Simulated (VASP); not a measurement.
A run of VASP 6.6.1 is set up as follows.

Contents of POSCAR:

```
Sn3P2
1.0
    4.8974122819      0.0000000000      0.0000000000
   -2.4487061409      4.2412834490      0.0000000000
    0.0000000000      0.0000000000      5.8339534449
Sn P
3 2
Direct
    0.0000000000      0.0000000000      0.0000000000
    0.3333333333      0.6666666667      0.7090466910
    0.6666666667      0.3333333333      0.2909533090
    0.3333333333      0.6666666667      0.2317299460
    0.6666666667      0.3333333333      0.7682700540
```

Contents of INCAR.step1:

```
SYSTEM = Sn3P2
ALGO = Normal ; EDIFF = 1E-4
ENCUT = 520 ; GGA = PE
ISMEAR = 0 ; LASPH = .TRUE.
LCHARG = .FALSE. ; LREAL = .FALSE.
LWAVE = .TRUE. ; NBANDS = 34
NELM = 80 ; PREC = Accurate
SIGMA = 0.1
```

File INCAR.step2:

```
SYSTEM = Sn3P2
ALGO = Normal ; EDIFF = 1E-7
ENCUT = 520 ; ISIF = 2
ISMEAR = 0 ; ISTART = 1
LASPH = .TRUE. ; LCHARG = .TRUE.
LELF = .TRUE. ; LMIXTAU = .TRUE.
LREAL = .FALSE. ; LVHAR = .TRUE.
LWAVE = .FALSE. ; METAGGA = R2SCAN
NBANDS = 34 ; NELM = 80
PREC = Accurate ; SIGMA = 0.1
```

File KPOINTS:

```
k-points
0
G
  9 9 6
  0 0 0
```

Potentials or basis: VASP PAW PBE potentials, release 64 (Sn_d, P).

The run is started by

```sh
$ cat potpaw_PBE.64/Sn_d/POTCAR potpaw_PBE.64/P/POTCAR > POTCAR
$ cp INCAR.step1 INCAR
$ mpirun -np 1 vasp_std > vasp.out
$ cp INCAR.step2 INCAR
$ mpirun -np 1 vasp_std > vasp.out
```

(1) Predict the pressure.

(2) Predict the largest force.

(3) What does it give for the band gap on the k mesh?

Answers

(1) 0.0 GPa.

(2) 0.013 eV/Å.

(3) zero (bands 26 and 27 overlap by 2.63 eV).

Caveat: the PAW data sets were made with another functional, which shifts forces and pressure a little; spin-orbit coupling is left out, which moves the levels of the heavy elements.
